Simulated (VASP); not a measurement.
# C (P6_3/mmc) in VASP: further runs, part 2 of 2

VASP 6.6.1. The steps go on from the part before.

### 4 Relaxation of cell and atoms, PBEsol

This run uses another cell than the first one, of 6.62 Å³/atom.

The input, INCAR:

```
SYSTEM = C
ALGO = Normal ; EDIFF = 1E-6
EDIFFG = -0.01 ; ENCUT = 600
GGA = PS ; IBRION = 2
ISIF = 3 ; ISMEAR = -1
LASPH = .TRUE. ; LCHARG = .FALSE.
LREAL = .FALSE. ; LWAVE = .FALSE.
NELM = 60 ; NSW = 80
PREC = Accurate ; SIGMA = 0.1
```

The input, KPOINTS:

```
k-points
0
G
  17 17 9
  0 0 0
```

The input, POSCAR:

```
C
1.0
    2.1071951087      0.0000000000      0.0000000000
   -1.0535975543      1.8248844949      0.0000000000
    0.0000000000      0.0000000000      3.4410496125
C
2
Direct
    0.3333333333      0.6666666667      0.2500000000
    0.6666666667      0.3333333333      0.7500000000
```

Potentials or basis: VASP PAW PBE potentials, release 64 (C).

Started as:

```
$ cat potpaw_PBE.64/C/POTCAR > POTCAR
$ mpirun -np 1 vasp_std > vasp.out
```

OUTCAR:

```text
SYSTEM = C
   EDIFF = 1E-6
   EDIFFG = -0.01
   ENCUT = 600
   GGA = PS
   IBRION = 2
   ISIF = 3
   ISMEAR = -1
   LASPH = .TRUE.
   LREAL = .FALSE.
   NELM = 60
   NSW = 80
   PREC = Accurate

 ion  position               nearest neighbor table
   1  0.333  0.667  0.250-
   2  0.667  0.333  0.750-

  LATTYP: Found a hexagonal cell.
 ALAT       =     2.1071951087
 C/A-ratio  =     1.6330000000

  Lattice vectors:

 A1 = (   2.1071951087,   0.0000000000,   0.0000000000)
 A2 = (  -1.0535975543,   1.8248844949,   0.0000000000)
 A3 = (   0.0000000000,   0.0000000000,   3.4410496125)

Analysis of symmetry for initial positions (statically):
=====================================================================
 Subroutine PRICEL returns:
 Original cell was already a primitive cell.

[... 549 lines left out ...]
 [... further k-points ...]

[... ionic steps 4 to 34 ...]

--------------------------------------- Ionic step       35  -------------------------------------------

 number of electron       8.0000000 magnetization

------------------------ aborting loop because EDIFF is reached ----------------------------------------
[... 67 lines left out ...]
--------------------------------------- Ionic step       37  -------------------------------------------

 number of electron       8.0000002 magnetization

 Free energy of the ion-electron system (eV)
  ---------------------------------------------------
  ext. energy  EPLUGINS =         0.00000000
  ---------------------------------------------------
  free energy    TOTEN  =       -11.31255104 eV

  energy without entropy =      -11.29763982  energy(sigma->0) =      -11.30509543

 E-fermi :   8.9699     XC(G=0): -12.7865

 val. band max:        8.9525297198   @ k =   0.3529  -0.0000   0.2222
 cond. band min:       8.9908443934   @ k =   0.4118   0.0588   0.0000
 fundamental gap:      0.0383146736
 Fermi energy:         8.9699147672

 k-point     1 :       0.0000    0.0000    0.0000
  band No.  band energies     occupation
      1     -13.4549      2.00000
      2     -11.9985      2.00000
      3      -2.4474      2.00000
      4       3.5458      2.00000
      5      15.1598      0.00000
      6      25.4079      0.00000
      7      25.4079      0.00000
      8      25.4733      0.00000
[... 282 lines left out ...]
  FREE ENERGIE OF THE ION-ELECTRON SYSTEM (eV)
  ---------------------------------------------------
  free  energy   TOTEN  =       -11.3125510448 eV

  energy  without entropy=      -11.2976398219  energy(sigma->0) =      -11.30509543

 reached required accuracy - stopping structural energy minimisation
```

OSZICAR:

```text
N       E                     dE             d eps       ncg     rms          rms(c)
DAV:   1     0.646629308705E+01    0.64663E+01   -0.50667E+03  2664   0.106E+03
DAV:   2    -0.104575378084E+02   -0.16924E+02   -0.16131E+02  4440   0.103E+02
DAV:   3    -0.105811140719E+02   -0.12358E+00   -0.12220E+00  2688   0.119E+01
[... 266 lines left out ...]
       N       E                     dE             d eps       ncg     rms          rms(c)
DAV:   1    -0.113129955211E+02   -0.67298E-03   -0.16495E-02  2640   0.109E+00    0.103E-01
DAV:   2    -0.113126538359E+02    0.34169E-03   -0.39660E-04  2704   0.162E-01    0.514E-02
DAV:   3    -0.113125515377E+02    0.10230E-03   -0.32678E-04  2760   0.126E-01    0.586E-03
DAV:   4    -0.113125510448E+02    0.49285E-06   -0.13819E-06  2480   0.133E-02
  37 F= -.11312551E+02 E0= -.11305095E+02  d E =-.108007E-02
```

Wall time 2.8 min (1 thread of Intel Xeon Platinum 8559C (Emerald Rapids), shared host); peak memory 0.13 GiB.

What came out:

| Quantity | Value |
| --- | --- |
| Free energy | -11.3126 eV |
| Relaxed volume | 6.63 Å³/atom |
| Relaxed cell | a = 1.705 Å, b = 1.705 Å, c = 5.265 Å, α = 90.00°, β = 90.00°, γ = 120.00° |
| Space group after relaxing (to 0.1 Å) | P6_3/mmc (No. 194) |
| Energy gained by relaxing | 367.9 meV/atom |
| Ionic steps | 37 |
| Pressure after relaxing | -0.1 GPa |
| Band gap on the k mesh | zero (bands 4 and 5 overlap by 2.62 eV) |

The path:
| step | energy change (eV) | largest force (eV/Å) | pressure (GPa) | volume (Å³) |
| --- | --- | --- | --- | --- |
| 1 | 0.0000 | 0.0000 | 0.71 | 13.23 |
| 2 | -0.0021 | 0.0000 | -0.08 | 13.29 |
| 3 | -0.0031 | 0.0000 | -0.88 | 13.35 |
| 4 | -0.0032 | 0.0000 | -1.19 | 13.37 |
| 5 | -0.0035 | 0.0000 | -1.85 | 13.41 |
| 6 | -0.0057 | 0.0000 | -3.00 | 13.51 |
| 7 | -0.0194 | 0.0000 | -5.09 | 13.68 |
| 8 | -0.0565 | 0.0000 | -8.40 | 14.02 |
| 9 | -0.1358 | 0.0000 | -13.65 | 14.60 |
| 10 | -0.2919 | 0.0000 | -19.18 | 15.48 |
| 11 | -0.2118 | 0.0000 | -19.20 | 16.16 |
| 12 | -0.4293 | 0.0000 | -22.16 | 15.74 |
| 13 | -0.4974 | 0.0000 | -19.63 | 16.06 |
| 14 | -0.4974 | 0.0000 | -22.13 | 15.89 |
| 15 | -0.5049 | 0.0000 | -21.78 | 15.91 |
| 16 | -0.5052 | 0.0000 | -21.85 | 15.92 |
| 17 | -0.5057 | 0.0000 | -21.84 | 15.93 |
| 18 | -0.5063 | 0.0000 | -21.80 | 15.97 |
| 19 | -0.5071 | 0.0000 | -21.71 | 15.96 |
| 20 | -0.5095 | 0.0000 | -21.55 | 15.94 |
| 21 | -0.5142 | 0.0000 | -21.30 | 15.91 |
| 22 | -0.5235 | 0.0000 | -20.78 | 15.84 |
| 23 | -0.5412 | 0.0000 | -19.72 | 15.70 |
| 24 | -0.5735 | 0.0000 | -17.65 | 15.43 |
| 25 | -0.6277 | 0.0000 | -14.47 | 14.90 |
| 26 | -0.7059 | 0.0000 | -8.67 | 13.86 |
| 27 | -0.6221 | 0.0000 | 31.51 | 11.94 |
| 28 | -0.7282 | 0.0000 | -4.19 | 13.37 |
| 29 | -0.7306 | 0.0000 | 3.43 | 12.97 |
| 30 | -0.7321 | 0.0000 | 0.05 | 13.13 |
| 31 | -0.7320 | 0.0000 | 1.13 | 13.08 |
| 32 | -0.7332 | 0.0000 | 1.41 | 13.09 |
| 33 | -0.7344 | 0.0000 | 2.10 | 13.10 |
| 34 | -0.7334 | 0.0000 | 3.51 | 13.12 |
| 35 | -0.7346 | 0.0000 | 2.53 | 13.10 |
| 36 | -0.7355 | 0.0000 | 1.14 | 13.18 |
| 37 | -0.7357 | 0.0000 | -0.10 | 13.25 |

Final structure:
```
C
1.0
     1.70475    0.00000    0.00000
    -0.85238    1.47636    0.00000
     0.00000    0.00000    5.26501
C
2
Direct
  0.33333 0.66667 0.25000
  0.66667 0.33333 0.75000
```

Caveat: a cell axis changed by over 15 % at a fixed basis, so the end point is rough; the PAW data sets were made with another functional, which shifts forces and pressure a little.

### 5 Overview

| task | cell | k mesh | cutoff (eV) | gap on the mesh (eV) | pressure (GPa) |
| --- | --- | --- | --- | --- | --- |
| single point | a = 1.732, b = 1.732, c = 6.846 Å, angles 90.0, 90.0, 120.0°, 2 atoms | 23 × 23 × 6 | 520 | none | -6.2 |
| single point | a = 1.775, b = 1.775, c = 7.017 Å, angles 90.0, 90.0, 120.0°, 2 atoms | 23 × 23 × 6 | 520 | none | -10.4 |
| relaxation of cell and atoms | relaxed from a = 2.107, b = 2.107, c = 3.441 Å, angles 90.0, 90.0, 120.0°, 2 atoms | 17 × 17 × 9 | 600 | none | -0.1 |

Alike in all rows: level PBEsol; potentials or basis VASP PAW PBE potentials, release 64 (C); no spin polarisation; smearing fermi-dirac 0.1 eV.

Caveats: the PAW data sets were made with another functional, which shifts forces and pressure a little; the cell stands under tension (at least some runs); this functional lacks dispersion, which binds the layers, so the pressure and a relaxed spacing across them are unreliable (at least some runs); a cell axis changed by over 15 % at a fixed basis, so the end point is rough (at least some runs).

Absolute energies hang on the potentials; compare differences alone.
